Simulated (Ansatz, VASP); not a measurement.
# One calculation of CuAu, two programs

```
Cu Au
1.0
     2.82381    0.00000    0.00000
     0.00000    2.82381    0.00000
     0.00000    0.00000    3.42438
Cu Au
1 1
Direct
  0.50000 0.50000 0.50000
  0.00000 0.00000 0.00000
```

Alike in both runs: task single point; functional PBE; k mesh 14 × 14 × 12; occupations gaussian, width 0.1 eV; no spin polarisation.

```csv
,VASP,Ansatz
version,VASP 6.6.1,Ansatz 0.2.0
potentials or method,"VASP PAW PBE potentials, release 64 (Cu, Au), cutoff 520 eV","scalar-relativistic, plane waves, PAW"
valence electrons in the cell,22,38
```

|  | VASP | Ansatz | Ansatz less VASP |
| --- | --- | --- | --- |
| gap on the k mesh at the Fermi level (eV) | none | none | - |
| pressure (GPa) | 16.9 | 17.0 | +0.11 |

A gap of «none» marks a metal or a gap that the smearing closes. With one functional, cell and mesh, what is left measures potentials, basis and numerics. VASP's potentials hold 22 valence electrons a cell and Ansatz's 38, so a difference there can come from the potentials and not from the codes.

Neither program's run includes spin-orbit coupling.
